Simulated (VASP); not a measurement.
# Fe (P6_3/mmc) in VASP: notebook

The runs below take Fe through single point, with PBEsol.

Everything below comes from runs of VASP 6.6.1. Logs are shortened: lines on timing, memory, paths and dates and some standing lists are left out, and cuts for length are marked.

## (1) The cell of the first run

The structure is hexagonal, space group P6_3/mmc (No. 194). Conventional cell: a = 2.493 Å, b = 2.493 Å, c = 3.943 Å, α = 90.00°, β = 90.00°, γ = 120.00°. Within 3.2 Å of Fe (site symmetry -6m2) lie 12 Fe at 2.44 to 2.49 Å.

## (2) Single point, PBEsol (volume scaled by 1.08)

File INCAR:

```
SYSTEM = Fe
PREC = Accurate
ENCUT = 520
EDIFF = 1E-6
ISMEAR = -1
SIGMA = 0.1
LREAL = .False.
LASPH = .True.
NELM = 80
ALGO = Normal
ISIF = 2
LWAVE = .False.
LCHARG = .False.
GGA = PS
NBANDS = 15
```

File KPOINTS:

```
Automatic mesh
0
Gamma
  17 17 9
  0 0 0
```

File POSCAR:

```
Fe
1.0
    2.4931326781      0.0000000000      0.0000000000
   -1.2465663391      2.1591162342      0.0000000000
    0.0000000000      0.0000000000      3.9426973207
Fe
2
Direct
    0.3333333333      0.6666666667      0.2500000000
    0.6666666667      0.3333333333      0.7500000000
```

Potentials or basis: VASP PAW PBE potentials, release 64 (Fe).

Command:

```bash
> cat potpaw_PBE.64/Fe/POTCAR > POTCAR
> mpirun -np 1 vasp_std > vasp.out
```

OUTCAR:

```text
SYSTEM = Fe
   PREC = Accurate
   ENCUT = 520
   EDIFF = 1E-6
   ISMEAR = -1
   LREAL = .False.
   LASPH = .True.
   NELM = 80
   ISIF = 2
   GGA = PS

 ion  position               nearest neighbor table
   1  0.333  0.667  0.250-   2 2.44   2 2.44   2 2.44   2 2.44   2 2.44   2 2.44
   2  0.667  0.333  0.750-   1 2.44   1 2.44   1 2.44   1 2.44   1 2.44   1 2.44

  LATTYP: Found a hexagonal cell.
 ALAT       =     2.4931326781
 C/A-ratio  =     1.5814229846

  Lattice vectors:

 A1 = (   2.4931326781,   0.0000000000,   0.0000000000)
 A2 = (  -1.2465663391,   2.1591162342,   0.0000000000)
 A3 = (   0.0000000000,   0.0000000000,   3.9426973207)

Analysis of symmetry for initial positions (statically):
=====================================================================
 Subroutine PRICEL returns:
 Original cell was already a primitive cell.

 Routine SETGRP: Setting up the symmetry group for a
 hexagonal supercell.

 Subroutine GETGRP returns: Found 24 space group operations
 (whereof 12 operations were pure point group operations)
 out of a pool of 24 trial point group operations.

The static configuration has the point symmetry D_3d.
 The point group associated with its full space group is D_6h.

Analysis of symmetry for dynamics (positions and initial velocities):
=====================================================================
 Subroutine PRICEL returns:
 Original cell was already a primitive cell.

 Routine SETGRP: Setting up the symmetry group for a
 hexagonal supercell.

 Subroutine GETGRP returns: Found 24 space group operations
 (whereof 12 operations were pure point group operations)
 out of a pool of 24 trial point group operations.

The dynamic configuration has the point symmetry D_3d.
 The point group associated with its full space group is D_6h.

 Subroutine INISYM returns: Found 24 space group operations
 (whereof 12 operations are pure point group operations),
 and found     1 'primitive' translations

----------------------------------------------------------------------------------------

                                     Primitive cell

  volume of cell :      21.2234

  direct lattice vectors                    reciprocal lattice vectors
     2.493132678  0.000000000  0.000000000     0.401101798  0.231576231  0.000000000
    -1.246566339  2.159116234  0.000000000     0.000000000  0.463152462  0.000000000
     0.000000000  0.000000000  3.942697321     0.000000000  0.000000000  0.253633469

  length of vectors
     2.493132678  2.493132678  3.942697321     0.463152462  0.463152462  0.253633469

  position of ions in fractional coordinates (direct lattice)
     0.333333333  0.666666667  0.250000000
     0.666666667  0.333333333  0.750000000

  ion indices of the primitive-cell ions
   primitive index   ion index
                 1           1
                 2           2

----------------------------------------------------------------------------------------

 KPOINTS: Automatic mesh

Automatic generation of k-mesh.
 Grid dimensions read from file:
 generate k-points for:   17   17    9

 Generating k-lattice:

  Cartesian coordinates                     Fractional coordinates (reciprocal lattice)
     0.023594223  0.013622131  0.000000000     0.058823529 -0.000000000  0.000000000
     0.000000000  0.027244262  0.000000000     0.000000000  0.058823529  0.000000000
     0.000000000  0.000000000  0.028181497     0.000000000  0.000000000  0.111111111

  Length of vectors
     0.027244262  0.027244262  0.028181497

  Shift w.r.t. Gamma in fractional coordinates (k-lattice)
     0.000000000  0.000000000  0.000000000

 Subroutine IBZKPT returns following result:
 ===========================================

 Found    165 irreducible k-points:

 Following reciprocal coordinates:
            Coordinates               Weight
  0.000000  0.000000  0.000000      1.000000
  0.058824  0.000000  0.000000      6.000000
  0.117647  0.000000  0.000000      6.000000
  0.176471  0.000000  0.000000      6.000000
  0.235294  0.000000  0.000000      6.000000
  0.294118  0.000000  0.000000      6.000000
[... 16 lines left out ...]
  0.411765  0.117647  0.000000     12.000000
  0.176471  0.176471  0.000000      6.000000
 [... further k-points ...]
   k-points           NKPTS =    165   k-points in BZ     NKDIM =    165   number of bands    NBANDS=     15
   number of dos      NEDOS =    301   number of ions     NIONS =      2
   total plane-waves  NPLWV =  12000
   dimension x,y,z NGX =    20 NGY =   20 NGZ =   30
   dimension x,y,z NGXF=    40 NGYF=   40 NGZF=   60
   ions per type =               2
   NGX,Y,Z   is equivalent  to a cutoff of  13.34, 13.34, 12.65 a.u.
   NGXF,Y,Z  is equivalent  to a cutoff of  26.67, 26.67, 25.30 a.u.
 SYSTEM =  Fe
   PREC   = accura    normal or accurate (medium, high low for compatibility)
   ISTART =      0    job   : 0-new  1-cont  2-samecut
   ICHARG =      2    charge: 1-file 2-atom 10-const
   ISPIN  =      1    spin polarized calculation?
   LNONCOLLINEAR =      F non collinear calculations
   LSORBIT =      F    spin-orbit coupling
   LASPH  =      T    aspherical Exc in radial PAW
   ENCUT  =  520.0 eV  38.22 Ry    6.18 a.u.   4.64  4.64  7.33*2*pi/ulx,y,z
   NELM   =     80;   NELMIN=  2; NELMDL= -5     # of ELM steps
   EDIFF  = 0.1E-05   stopping-criterion for ELM
   LREAL  =      F    real-space projection
[... 7 lines left out ...]
   TEBEG  =    0.0;   TEEND  =   0.0 temperature during run
   PSTRESS=    0.0 pullay stress
   NELECT =      16.0000    total number of electrons
   NUPDOWN=      -1.0000    fix difference up-down
   EMIN   =  10.00;   EMAX   =-10.00  energy-range for DOS
   EFERMI =   0.00;   METHOD = LEGACY
   ISMEAR =    -1;   SIGMA  =   0.10  broadening in eV -4-tet -1-fermi 0-gaus
   EFERMI_NEDOS =   21; number of points for ismear=-14 and -15
   IALGO  =     38    algorithm
   IMIX   =      4    mixing-type and parameters
     AMIX     =   0.40;   BMIX     =  1.00
     AMIX_MAG =   1.60;   BMIX_MAG =  1.00
  volume/ion in A,a.u.               =      10.61        71.61
  Fermi-wavevector in a.u.,A,eV,Ry     =   1.489967  2.815629 30.204941  2.220001
  Thomas-Fermi vector in A             =   2.602808
   LORBIT       =      0    0 simple, 1 ext, 2 COOP (PROOUT), +10 PAW based schemes
   GGA     = PS    functional components
   LHFCALC =     F    Hartree Fock is set to
   AEXX    =    0.0000 exact exchange contribution
   IVDW    =     0    specifies the selected vdW correction
   LEPSILON=     F    determine dielectric tensor
   LRPA    =     F    only Hartree local field effects (RPA)
 non-spin polarized calculation
  energy-cutoff  :      520.00
  volume of cell :       21.22
 maximum number of plane-waves:       586
 NGX is ok and might be reduce to    20
   NGX =  9   NGY =  9   NGZ = 15

 number of electron      16.0000007 magnetization

 Free energy of the ion-electron system (eV)
  ---------------------------------------------------
  ext. energy  EPLUGINS =         0.00000000
  ---------------------------------------------------
  free energy    TOTEN  =       -17.79831920 eV

  energy without entropy =      -17.70550499  energy(sigma->0) =      -17.75191209

 E-fermi :   6.2880     XC(G=0): -13.7159

 val. band max:        6.2877429804   @ k =   0.4706   0.0588   0.3333
 cond. band min:       6.2935486917   @ k =   0.2941   0.1176   0.2222
 fundamental gap:      0.0058057114
 Fermi energy:         6.2879854881

 k-point     1 :       0.0000    0.0000    0.0000
  band No.  band energies     occupation
      1      -2.4304      2.00000
      2       1.5748      2.00000
      3       4.7342      2.00000
      4       4.7342      2.00000
      5       4.8485      2.00000
      6       5.1720      1.99997
      7       5.1720      1.99997
      8       5.4971      1.99927
      9       5.4971      1.99927
     10       6.7863      0.01361
     11       6.9681      0.00222
     12       6.9681      0.00222
     13      14.6345      0.00000
     14      27.8591      0.00000
     15      31.3675      0.00000

 k-point     2 :       0.0588    0.0000    0.0000
  band No.  band energies     occupation
      1      -2.3057      2.00000
      2       1.6562      2.00000
      3       4.5593      2.00000
      4       4.8028      2.00000
      5       4.9968      2.00000
      6       5.1374      1.99998
      7       5.2320      1.99995
      8       5.4111      1.99969
      9       5.4497      1.99954
     10       5.9916      1.90187
     11       6.9909      0.00177
     12       7.9227      0.00000
     13      14.6428      0.00000
     14      27.2850      0.00000
     15      29.5924      0.00000

 k-point     3 :       0.1176    0.0000    0.0000
  band No.  band energies     occupation
      1      -1.9384      2.00000
      2       1.8812      2.00000
      3       4.3001      2.00000
      4       4.9205      2.00000
      5       5.0030      1.99999
      6       5.0181      1.99999
      7       5.2245      1.99995
      8       5.3227      1.99987
      9       5.4062      1.99970
     10       5.5637      1.99857
     11       7.0481      0.00100
     12       9.0658      0.00000
     13      14.6719      0.00000
     14      25.3389      0.00000
     15      28.3705      0.00000
[... 343 lines left out ...]
 k-point    23 :       0.4118    0.1176    0.0000
  band No.  band energies     occupation
      1       2.1693      2.00000
      2       2.2815      2.00000
      3       2.4236      2.00000
      4       3.9659      2.00000
      5       4.3817      2.00000
      6       4.7864      2.00000
      7       5.3074      1.99989
      8       7.0110      0.00145
      9       7.1235      0.00047
     10       7.2335      0.00016
     11       9.0797      0.00000
     12      11.4829      0.00000
     13      17.4258      0.00000
     14      18.0211      0.00000
     15      19.0344      0.00000

 k-point    24 :       0.1765    0.1765    0.0000
  band No.  band energies     occupation
      1       0.5034      2.00000
      2       2.8259      2.00000
      3       3.1388      2.00000
      4       3.3254      2.00000
      5       4.5117      2.00000
      6       4.8658      2.00000
      7       5.2364      1.99995
      8       5.8464      1.97613
      9       6.4014      0.48677
     10       6.8881      0.00494
     11       7.1639      0.00031
     12      13.3211      0.00000
     13      15.1308      0.00000
     14      19.2608      0.00000
     15      19.9052      0.00000

 [... further k-points ...]

------------------------ aborting loop because EDIFF is reached ----------------------------------------

  FORCE on cell =-STRESS in cart. coord.  units (eV):
  Direction    XX          YY          ZZ          XY          YZ          ZX
  --------------------------------------------------------------------------------------
  -------------------------------------------------------------------------------------
  Total       -2.7402610     -2.7402610     -2.8419054      0.0000000      0.0000000      0.0000000
  in kB     -206.8653059   -206.8653059   -214.5385534      0.0000000      0.0000000      0.0000000
  external PRESSURE =    -209.4230551 kB  Pullay stress =       0.0000000 kB

 VOLUME and BASIS-vectors are now :
 -----------------------------------------------------------------------------
  energy-cutoff  :      520.00
  volume of cell :       21.22
      direct lattice vectors                 reciprocal lattice vectors
     2.493132678  0.000000000  0.000000000     0.401101798  0.231576231  0.000000000
    -1.246566339  2.159116234  0.000000000     0.000000000  0.463152462  0.000000000
     0.000000000  0.000000000  3.942697321     0.000000000  0.000000000  0.253633469

 POSITION                                       TOTAL-FORCE (eV/Angst)
 -----------------------------------------------------------------------------------
     -0.00000      1.43941      0.98567         0.000000     -0.000000      0.000000
      1.24657      0.71971      2.95702        -0.000000      0.000000      0.000000
 -----------------------------------------------------------------------------------
    total drift:                                0.000000     -0.000000     -0.000000

  FREE ENERGIE OF THE ION-ELECTRON SYSTEM (eV)
  ---------------------------------------------------
  free  energy   TOTEN  =       -17.7983192004 eV

  energy  without entropy=      -17.7055049880  energy(sigma->0) =      -17.75191209
```

Run time: 92 s. Hardware: 1 thread of AMD EPYC 7R13, shared host; peak memory 0.13 GiB.

What came out:

```yaml
Free_energy: -17.7983 eV
Pressure: -20.9 GPa
Band_gap_on_the_k_mesh: zero (band 8 reaches 7.13 eV, above the bottom of band 9 at 5.36 eV)
```

Caveat: the PAW data sets were made with another functional, which shifts forces and pressure a little; the run has no spin polarisation, though such a crystal can be magnetic. Spin polarisation is off, so any magnetic state and its effect on volume and gap are missing.

## (3) Single point, PBEsol (volume scaled by 0.88)

File INCAR:

```
SYSTEM = Fe
PREC = Accurate
ENCUT = 600
EDIFF = 1E-6
ISMEAR = -1
SIGMA = 0.1
LREAL = .False.
LASPH = .True.
NELM = 120
ALGO = Normal
ISIF = 2
LWAVE = .False.
LCHARG = .False.
GGA = PS
NBANDS = 23
GGA_COMPAT = .False.
```

File KPOINTS:

```
regular mesh
0
Gamma
  17 17 9
  0 0 0
```

File POSCAR:

```
Fe
1.0
    2.3286186069      0.0000000000      0.0000000000
   -1.1643093035      2.0166428693      0.0000000000
    0.0000000000      0.0000000000      3.6825309872
Fe
2
Direct
    0.3333333333      0.6666666667      0.2500000000
    0.6666666667      0.3333333333      0.7500000000
```

Potentials or basis: VASP PAW PBE potentials, release 64 (Fe_sv).

Command:

```bash
> cat potpaw_PBE.64/Fe_sv/POTCAR > POTCAR
> mpirun -np 1 vasp_std > vasp.out
```

It took 45 s on 1 thread of AMD EPYC 9R45 (Zen 5), shared host; peak memory 0.15 GiB.

The run converged. Its results:

```yaml
Free_energy: -17.8213 eV
Pressure: 49.9 GPa
Band_gap_on_the_k_mesh: zero (band 16 reaches 18.08 eV, above the bottom of band 17 at 15.70 eV)
```

Stress tensor (GPa, compression positive):
```
49.22  0.00  0.00
 0.00 49.22  0.00
 0.00  0.00 51.35
```

Levels at points of the mesh, in eV from the Fermi level:
```tsv
k point	band 12	band 13	band 14	band 15	band 16	band 17	band 18	band 19	band 20	band 21
(0.00, 0.00, 0.00)	-2.13	-1.96	-1.52	-1.52	-1.07	-1.07	0.54	0.92	0.92	10.57
```

Caveat: the PAW data sets were made with another functional, which shifts forces and pressure a little; the run has no spin polarisation, though such a crystal can be magnetic.
